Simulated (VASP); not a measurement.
# WC (P-6m2) in VASP: notebook

WC is run at these levels: PBE; tasks: electric field gradients.

Program: VASP 6.6.1. These are calculated values, not measurements. Logs are shortened: lines on timing, memory, paths and dates and some standing lists are left out, and cuts for length are marked.

## (1) The cell of the first run

It takes space group P-6m2 (No. 187, hexagonal). The conventional cell has a = 2.920 Å, b = 2.920 Å, c = 2.848 Å, α = 90.00°, β = 90.00°, γ = 120.00°. Within 2.9 Å of W (site symmetry -6m2) lie 6 C at 2.21 Å and 2 W at 2.85 Å. Within 2.9 Å of C (site symmetry -6m2) lie 6 W at 2.21 Å and 2 C at 2.85 Å.

## (2) Electric field gradients, PBE (volume scaled by 1.02)

Input file INCAR:

```
SYSTEM = WC
ALGO = Normal
EDIFF = 1E-8
ENCUT = 520
GGA = PE
ISIF = 2
ISMEAR = -1
LASPH = .TRUE.
LCHARG = .FALSE.
LEFG = .TRUE.
LREAL = .FALSE.
LWAVE = .FALSE.
NBANDS = 16
NELM = 80
PREC = Accurate
SIGMA = 0.05
```

Input file KPOINTS:

```
k-points
0
G
  14 14 13
  0 0 0
```

Input file POSCAR:

```
WC
1.0
    2.9197106146      0.0000000000      0.0000000000
   -1.4598553073      2.5285435639      0.0000000000
    0.0000000000      0.0000000000      2.8477356453
W C
1 1
Direct
    0.0000000000      0.0000000000      0.0000000000
    0.6666666667      0.3333333333      0.5000000000
```

Potentials or basis: VASP PAW PBE potentials, release 64 (W_sv, C).

Launch:

```sh
cat potpaw_PBE.64/W_sv/POTCAR potpaw_PBE.64/C/POTCAR > POTCAR
mpirun -np 1 vasp_std > vasp.out
```

OUTCAR:

```text
SYSTEM = WC
   EDIFF = 1E-8
   ENCUT = 520
   GGA = PE
   ISIF = 2
   ISMEAR = -1
   LASPH = .TRUE.
   LREAL = .FALSE.
   NELM = 80
   PREC = Accurate

 ion  position               nearest neighbor table
   1  0.000  0.000  0.000-   2 2.21   2 2.21   2 2.21   2 2.21   2 2.21   2 2.21
   2  0.667  0.333  0.500-   1 2.21   1 2.21   1 2.21   1 2.21   1 2.21   1 2.21

  LATTYP: Found a hexagonal cell.
 ALAT       =     2.9197106146
 C/A-ratio  =     0.9753485948

  Lattice vectors:

 A1 = (   2.9197106146,   0.0000000000,   0.0000000000)
 A2 = (  -1.4598553073,   2.5285435639,   0.0000000000)
 A3 = (   0.0000000000,   0.0000000000,   2.8477356453)

Analysis of symmetry for initial positions (statically):
=====================================================================
 Subroutine PRICEL returns:
 Original cell was already a primitive cell.

 Routine SETGRP: Setting up the symmetry group for a
 hexagonal supercell.

 Subroutine GETGRP returns: Found 12 space group operations
 (whereof 12 operations were pure point group operations)
 out of a pool of 24 trial point group operations.

The static configuration has the point symmetry D_3h.

Analysis of symmetry for dynamics (positions and initial velocities):
=====================================================================
 Subroutine PRICEL returns:
 Original cell was already a primitive cell.

 Routine SETGRP: Setting up the symmetry group for a
 hexagonal supercell.

 Subroutine GETGRP returns: Found 12 space group operations
 (whereof 12 operations were pure point group operations)
 out of a pool of 24 trial point group operations.

The dynamic configuration has the point symmetry D_3h.

 Subroutine INISYM returns: Found 12 space group operations
 (whereof 12 operations are pure point group operations),
 and found     1 'primitive' translations

----------------------------------------------------------------------------------------

                                     Primitive cell

  volume of cell :      21.0237

  direct lattice vectors                    reciprocal lattice vectors
     2.919710615  0.000000000  0.000000000     0.342499697  0.197742292  0.000000000
    -1.459855307  2.528543564  0.000000000     0.000000000  0.395484584  0.000000000
     0.000000000  0.000000000  2.847735645     0.000000000  0.000000000  0.351156190

  length of vectors
     2.919710615  2.919710615  2.847735645     0.395484584  0.395484584  0.351156190

  position of ions in fractional coordinates (direct lattice)
     0.000000000  0.000000000  0.000000000
     0.666666667  0.333333333  0.500000000

  ion indices of the primitive-cell ions
   primitive index   ion index
                 1           1
                 2           2

----------------------------------------------------------------------------------------

 KPOINTS: k-points

Automatic generation of k-mesh.
 Grid dimensions read from file:
 generate k-points for:   14   14   13

 Generating k-lattice:

  Cartesian coordinates                     Fractional coordinates (reciprocal lattice)
     0.024464264  0.014124449  0.000000000     0.071428571 -0.000000000  0.000000000
     0.000000000  0.028248899  0.000000000     0.000000000  0.071428571  0.000000000
     0.000000000  0.000000000  0.027012015     0.000000000  0.000000000  0.076923077

  Length of vectors
     0.028248899  0.028248899  0.027012015

  Shift w.r.t. Gamma in fractional coordinates (k-lattice)
     0.000000000  0.000000000  0.000000000

 Subroutine IBZKPT returns following result:
 ===========================================

 Found    168 irreducible k-points:

 Following reciprocal coordinates:
            Coordinates               Weight
  0.000000  0.000000  0.000000      1.000000
  0.071429  0.000000  0.000000      6.000000
  0.142857  0.000000  0.000000      6.000000
  0.214286 -0.000000  0.000000      6.000000
  0.285714  0.000000  0.000000      6.000000
  0.357143  0.000000  0.000000      6.000000
[... 16 lines left out ...]
  0.285714  0.285714  0.000000      6.000000
  0.357143  0.285714  0.000000      6.000000
 [... further k-points ...]
   k-points           NKPTS =    168   k-points in BZ     NKDIM =    168   number of bands    NBANDS=     16
   number of dos      NEDOS =    301   number of ions     NIONS =      2
   total plane-waves  NPLWV =  13824
   dimension x,y,z NGX =    24 NGY =   24 NGZ =   24
   dimension x,y,z NGXF=    48 NGYF=   48 NGZF=   48
   ions per type =               1   1
   NGX,Y,Z   is equivalent  to a cutoff of  13.67, 13.67, 14.01 a.u.
   NGXF,Y,Z  is equivalent  to a cutoff of  27.33, 27.33, 28.02 a.u.
 SYSTEM =  WC
   PREC   = accura    normal or accurate (medium, high low for compatibility)
   ISTART =      0    job   : 0-new  1-cont  2-samecut
   ICHARG =      2    charge: 1-file 2-atom 10-const
   ISPIN  =      1    spin polarized calculation?
   LNONCOLLINEAR =      F non collinear calculations
   LSORBIT =      F    spin-orbit coupling
   LASPH  =      T    aspherical Exc in radial PAW
   ENCUT  =  520.0 eV  38.22 Ry    6.18 a.u.   5.43  5.43  5.29*2*pi/ulx,y,z
   NELM   =     80;   NELMIN=  2; NELMDL= -5     # of ELM steps
   EDIFF  = 0.1E-07   stopping-criterion for ELM
   LREAL  =      F    real-space projection
   EDIFFG = 0.1E-06   stopping-criterion for IOM
   NSW    =      0    number of steps for IOM
   IBRION =     -1    ionic relax: 0-MD 1-quasi-New 2-CG
   NFREE  =      0    steps in history (QN), initial steepest desc. (CG)
   ISIF   =      2    stress and relaxation
   ISYM   =      2    0-nonsym 1-usesym 2-fastsym
   POTIM  = 0.5000    time-step for ionic-motion
   TEBEG  =    0.0;   TEEND  =   0.0 temperature during run
   PSTRESS=    0.0 pullay stress
   NELECT =      18.0000    total number of electrons
   NUPDOWN=      -1.0000    fix difference up-down
   EMIN   =  10.00;   EMAX   =-10.00  energy-range for DOS
   EFERMI =   0.00;   METHOD = LEGACY
   ISMEAR =    -1;   SIGMA  =   0.05  broadening in eV -4-tet -1-fermi 0-gaus
   EFERMI_NEDOS =   21; number of points for ismear=-14 and -15
   IALGO  =     38    algorithm
   IMIX   =      4    mixing-type and parameters
     AMIX     =   0.40;   BMIX     =  1.00
     AMIX_MAG =   1.60;   BMIX_MAG =  1.00
  volume/ion in A,a.u.               =      10.51        70.94
  Fermi-wavevector in a.u.,A,eV,Ry     =   1.554518  2.937613 32.878826  2.416526
  Thomas-Fermi vector in A             =   2.658592
   LORBIT       =      0    0 simple, 1 ext, 2 COOP (PROOUT), +10 PAW based schemes
   GGA     = PE    functional components
   LHFCALC =     F    Hartree Fock is set to
   AEXX    =    0.0000 exact exchange contribution
   IVDW    =     0    specifies the selected vdW correction
   LEPSILON=     F    determine dielectric tensor
   LRPA    =     F    only Hartree local field effects (RPA)
 non-spin polarized calculation
  energy-cutoff  :      520.00
  volume of cell :       21.02
 maximum number of plane-waves:       587
 NGX is ok and might be reduce to    24
   NGX = 11   NGY = 11   NGZ = 11

 number of electron      18.0000000 magnetization

 Free energy of the ion-electron system (eV)
  ---------------------------------------------------
  ext. energy  EPLUGINS =         0.00000000
  ---------------------------------------------------
  free energy    TOTEN  =       -22.45007850 eV

  energy without entropy =      -22.44763734  energy(sigma->0) =      -22.44885792

 E-fermi :  10.8832     XC(G=0): -13.7278

 val. band max:       10.8640777983   @ k =   0.0714   0.0714   0.3846
 cond. band min:      10.9202423064   @ k =   0.5000   0.0000   0.3846
 fundamental gap:      0.0561645081
 Fermi energy:        10.8832499890

 k-point     1 :       0.0000    0.0000    0.0000
  band No.  band energies     occupation
      1     -63.1389      2.00000
      2     -27.1180      2.00000
      3     -27.0228      2.00000
      4     -27.0228      2.00000
      5      -3.4575      2.00000
      6       6.6552      2.00000
[... 8 lines left out ...]
     15      25.1145      0.00000
     16      27.5077      0.00000

 k-point     2 :       0.0714    0.0000    0.0000
  band No.  band energies     occupation
      1     -63.1362      2.00000
      2     -27.1129      2.00000
      3     -27.0632      2.00000
      4     -27.0319      2.00000
      5      -3.3256      2.00000
      6       6.6960      2.00000
[... 8 lines left out ...]
     15      24.8449      0.00000
     16      27.7863      0.00000
[... 387 lines left out ...]
      5       0.3535      2.00000
      6       4.3281      2.00000
[... 8 lines left out ...]
     15      26.1245      0.00000
     16      27.4684      0.00000

 k-point    24 :       0.3571    0.2857    0.0000
  band No.  band energies     occupation
      1     -63.0778      2.00000
      2     -27.6255      2.00000
      3     -27.4981      2.00000
      4     -27.0001      2.00000
      5       0.5284      2.00000
      6       4.3576      2.00000
[... 8 lines left out ...]
     15      25.8769      0.00000
     16      26.9310      0.00000

 [... further k-points ...]
[... 5 lines left out ...]
  --------------------------------------------------------------------------------------
  -------------------------------------------------------------------------------------
  Total        0.2080323      0.2080323      0.1900061      0.0000000      0.0000000      0.0000000
  in kB       15.8537319     15.8537319     14.4799895      0.0000000      0.0000000      0.0000000
  external PRESSURE =      15.3958178 kB  Pullay stress =       0.0000000 kB

 VOLUME and BASIS-vectors are now :
 -----------------------------------------------------------------------------
  energy-cutoff  :      520.00
  volume of cell :       21.02
      direct lattice vectors                 reciprocal lattice vectors
     2.919710615  0.000000000  0.000000000     0.342499697  0.197742292  0.000000000
    -1.459855307  2.528543564  0.000000000     0.000000000  0.395484584  0.000000000
     0.000000000  0.000000000  2.847735645     0.000000000  0.000000000  0.351156190

 POSITION                                       TOTAL-FORCE (eV/Angst)
 -----------------------------------------------------------------------------------
      0.00000      0.00000      0.00000         0.000000     -0.000000      0.000000
      1.45986      0.84285      1.42387        -0.000000      0.000000      0.000000
 -----------------------------------------------------------------------------------
    total drift:                                0.000000     -0.000000      0.000000

  FREE ENERGIE OF THE ION-ELECTRON SYSTEM (eV)
  ---------------------------------------------------
  free  energy   TOTEN  =       -22.4500784952 eV

  energy  without entropy=      -22.4476373353  energy(sigma->0) =      -22.44885792

 Electric field gradients (V/A^2)
---------------------------------------------------------------------
 ion       V_xx      V_yy      V_zz      V_xy      V_xz      V_yz
---------------------------------------------------------------------
   1      66.120    66.121  -132.241     0.000    -0.000     0.000
   2       0.073     0.073    -0.146     0.000     0.000    -0.000
---------------------------------------------------------------------

 Electric field gradients after diagonalization (V/A^2)
 (convention: |V_zz| > |V_xx| > |V_yy|)
----------------------------------------------------------------------
 ion       V_xx      V_yy      V_zz     asymmetry (V_yy - V_xx)/ V_zz
----------------------------------------------------------------------
   1      66.121    66.120  -132.241       0.000
   2       0.074     0.073    -0.146       0.006
----------------------------------------------------------------------

           NMR quadrupolar parameters

 Cq : quadrupolar parameter    Cq=e*Q*V_zz/h
 eta: asymmetry parameters     (V_yy - V_xx)/ V_zz
 Q  : nuclear electric quadrupole moment in mb (millibarn)
----------------------------------------------------------------------
 ion       Cq(MHz)       eta       Q (mb)
----------------------------------------------------------------------
   1      -0.320       0.000       1.000
   2      -0.000       0.006       1.000
----------------------------------------------------------------------
```

It took 44 s on 1 thread of Intel Xeon Platinum 8259CL at 2.50GHz (Skylake/Cascade Lake), shared host; peak memory 0.18 GiB.

What came out:

```yaml
Free_energy: -22.4501 eV
Pressure: 1.5 GPa
Band_gap_on_the_k_mesh: zero (band 9 reaches 11.63 eV, above the bottom of band 10 at 10.34 eV)
```

Electric field gradients, principal values (V/Å²):
```csv
atom,least,middle,greatest (by size)
1 W,66.120,66.121,-132.241
2 C,0.073,0.074,-0.146
```

Caveat: without QUAD_EFG the Cq values of the log hold for a quadrupole moment of 1 mb, not for the nuclei; spin-orbit coupling is left out, which moves the levels of the heavy elements.

## (3) Electric field gradients, PBE (volume scaled by 1.06)

Input file INCAR:

```
PREC = Accurate ; ENCUT = 520
EDIFF = 1E-8 ; ISMEAR = -1
SIGMA = 0.05 ; LREAL = F
LASPH = T ; NELM = 80
ALGO = Normal ; ISIF = 2
LWAVE = F ; LCHARG = F
GGA = PE ; LEFG = T
NBANDS = 16
```

Input file KPOINTS:

```
regular mesh
0
Gamma
  14 14 13
```

Input file POSCAR:

```
WC
1.0
    2.9573884556      0.0000000000      0.0000000000
   -1.4786942278      2.5611735314      0.0000000000
    0.0000000000      0.0000000000      2.8844846746
W C
1 1
Direct
    0.0000000000      0.0000000000      0.0000000000
    0.6666666667      0.3333333333      0.5000000000
```

Potentials or basis: VASP PAW PBE potentials, release 64 (W_sv, C).

Launch:

```sh
cat potpaw_PBE.64/W_sv/POTCAR potpaw_PBE.64/C/POTCAR > POTCAR
mpirun -np 1 vasp_std > vasp.out
```

OUTCAR:

```text
PREC = Accurate
   ENCUT = 520
   EDIFF = 1E-8
   ISMEAR = -1
   LREAL = F
   LASPH = T
   NELM = 80
   ISIF = 2
   GGA = PE

 ion  position               nearest neighbor table
   1  0.000  0.000  0.000-   2 2.24   2 2.24   2 2.24   2 2.24   2 2.24   2 2.24
   2  0.667  0.333  0.500-   1 2.24   1 2.24   1 2.24   1 2.24   1 2.24   1 2.24

  LATTYP: Found a hexagonal cell.
 ALAT       =     2.9573884556
 C/A-ratio  =     0.9753485949

  Lattice vectors:

 A1 = (   2.9573884556,   0.0000000000,   0.0000000000)
 A2 = (  -1.4786942278,   2.5611735314,   0.0000000000)
 A3 = (   0.0000000000,   0.0000000000,   2.8844846746)

Analysis of symmetry for initial positions (statically):
=====================================================================
 Subroutine PRICEL returns:
 Original cell was already a primitive cell.

 Routine SETGRP: Setting up the symmetry group for a
[... 645 lines left out ...]
  energy-cutoff  :      520.00
  volume of cell :       21.85
      direct lattice vectors                 reciprocal lattice vectors
     2.957388456  0.000000000  0.000000000     0.338136168  0.195223008  0.000000000
    -1.478694228  2.561173531  0.000000000     0.000000000  0.390446015  0.000000000
     0.000000000  0.000000000  2.884484675     0.000000000  0.000000000  0.346682376

 POSITION                                       TOTAL-FORCE (eV/Angst)
 -----------------------------------------------------------------------------------
      0.00000      0.00000      0.00000         0.000000     -0.000000      0.000000
      1.47869      0.85372      1.44224        -0.000000      0.000000      0.000000
 -----------------------------------------------------------------------------------
    total drift:                               -0.000000      0.000000      0.000000

  FREE ENERGIE OF THE ION-ELECTRON SYSTEM (eV)
  ---------------------------------------------------
  free  energy   TOTEN  =       -22.4213455988 eV

  energy  without entropy=      -22.4190542600  energy(sigma->0) =      -22.42019993

 Electric field gradients (V/A^2)
---------------------------------------------------------------------
 ion       V_xx      V_yy      V_zz      V_xy      V_xz      V_yz
---------------------------------------------------------------------
   1      59.812    59.812  -119.624     0.000    -0.000    -0.000
   2       0.131     0.132    -0.263     0.000     0.000     0.000
---------------------------------------------------------------------

 Electric field gradients after diagonalization (V/A^2)
 (convention: |V_zz| > |V_xx| > |V_yy|)
----------------------------------------------------------------------
 ion       V_xx      V_yy      V_zz     asymmetry (V_yy - V_xx)/ V_zz
----------------------------------------------------------------------
   1      59.812    59.811  -119.624       0.000
   2       0.132     0.131    -0.263       0.003
----------------------------------------------------------------------

           NMR quadrupolar parameters

 Cq : quadrupolar parameter    Cq=e*Q*V_zz/h
 eta: asymmetry parameters     (V_yy - V_xx)/ V_zz
 Q  : nuclear electric quadrupole moment in mb (millibarn)
----------------------------------------------------------------------
 ion       Cq(MHz)       eta       Q (mb)
----------------------------------------------------------------------
   1      -0.289       0.000       1.000
   2      -0.001       0.003       1.000
----------------------------------------------------------------------
```

OSZICAR:

```text
N       E                     dE             d eps       ncg     rms          rms(c)
DAV:   1     0.110191833876E+03    0.11019E+03   -0.94074E+03  5392   0.124E+03
DAV:   2    -0.222609438101E+02   -0.13245E+03   -0.12803E+03  6456   0.334E+02
DAV:   3    -0.255044873665E+02   -0.32435E+01   -0.32320E+01  5984   0.499E+01
DAV:   4    -0.255224353195E+02   -0.17948E-01   -0.17947E-01  7056   0.418E+00
DAV:   5    -0.255225804054E+02   -0.14509E-03   -0.14509E-03  5960   0.355E-01    0.293E+01
DAV:   6    -0.225294137278E+02    0.29932E+01   -0.60491E+00  6576   0.260E+01    0.713E+00
DAV:   7    -0.224513899895E+02    0.78024E-01   -0.49614E-01  5656   0.533E+00    0.557E+00
DAV:   8    -0.224226654061E+02    0.28725E-01   -0.83753E-02  6032   0.250E+00    0.101E+00
DAV:   9    -0.224214334193E+02    0.12320E-02   -0.34670E-03  5952   0.495E-01    0.136E-01
DAV:  10    -0.224213461776E+02    0.87242E-04   -0.34092E-04  6584   0.206E-01    0.582E-02
DAV:  11    -0.224213465294E+02   -0.35179E-06   -0.12198E-05  6104   0.319E-02    0.103E-02
DAV:  12    -0.224213456822E+02    0.84719E-06   -0.29018E-06  6024   0.161E-02    0.130E-03
DAV:  13    -0.224213456191E+02    0.63138E-07   -0.86412E-08  6456   0.251E-03    0.345E-04
DAV:  14    -0.224213455975E+02    0.21643E-07   -0.19015E-09  4584   0.414E-04    0.522E-05
DAV:  15    -0.224213455988E+02   -0.13470E-08   -0.21236E-10  2960   0.168E-04
   1 F= -.22421346E+02 E0= -.22420200E+02  d E =-.229134E-02
```

stdout:

```text
POSCAR found type information on POSCAR W C
 POSCAR found :  2 types and       2 ions
 scaLAPACK will be used
 LDA part: xc-table for (Slater+PW92), standard interpolation
 POSCAR, INCAR and KPOINTS ok, starting setup
 FFT: planning ... GRIDC
 FFT: planning ... GRID_SOFT
 FFT: planning ... GRID
 WAVECAR not read
 entering main loop
ion   1

ion   2
```

Run time: 48 s. Hardware: 1 thread of Intel Xeon Platinum 8259CL at 2.50GHz (Skylake/Cascade Lake), shared host; peak memory 0.18 GiB.

Results:

* Free energy: -22.4213 eV
* Pressure: -12.4 GPa
* Band gap on the k mesh: zero (band 9 reaches 11.07 eV, above the bottom of band 10 at 9.84 eV)

Stress tensor (GPa, compression positive):
```
-11.62   0.00   0.00
  0.00 -11.62   0.00
  0.00   0.00 -13.97
```

Electric field gradients, principal values (V/Å²):
```csv
atom,least,middle,greatest (by size)
1 W,59.811,59.812,-119.624
2 C,0.131,0.132,-0.263
```

Caveat: without QUAD_EFG the Cq values of the log hold for a quadrupole moment of 1 mb, not for the nuclei; spin-orbit coupling is left out, which moves the levels of the heavy elements.
